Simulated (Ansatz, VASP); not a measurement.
Al: VASP and Ansatz over several settings

```
CELL_PARAMETERS angstrom
4.49160 0.00000 0.00000
-2.24580 3.88984 0.00000
0.00000 0.00000 2.72260
ATOMIC_POSITIONS crystal
Al 0.33333 0.66667 0.00000
Al 0.66667 0.33333 0.00000
```

Single points on this cell with VASP 6.6.1 and Ansatz 0.2.0. Each row is one pair of runs. Alike in all rows: spin: off; k mesh: 4 × 4 × 5; smearing: fermi-dirac, width 0.05 eV; VASP's potentials, cutoff: VASP PAW PBE potentials, release 64 (Al), 520 eV.

```tsv
level	Ansatz's potentials, cutoff	gap on the k mesh at the Fermi level (eV), VASP	gap on the k mesh at the Fermi level (eV), Ansatz	pressure (GPa), VASP	pressure (GPa), Ansatz
B3LYP	Ansatz PAW, 420 eV	none	none	3.7	3.7
r2SCAN0	Ansatz PAW, 500 eV	none	none	1.4	1.3
r2SCANh	Ansatz PAW, 500 eV	none	none	1.2	1.4
r2SCAN50	Ansatz PAW, 500 eV	none	none	1.1	1.0
```

Pressure (GPa): the two programs differ by at most 0.23.

A gap of «none» marks a metal or a gap that the smearing closes.

The k mesh is coarse, so the values compare programs but aren't converged.
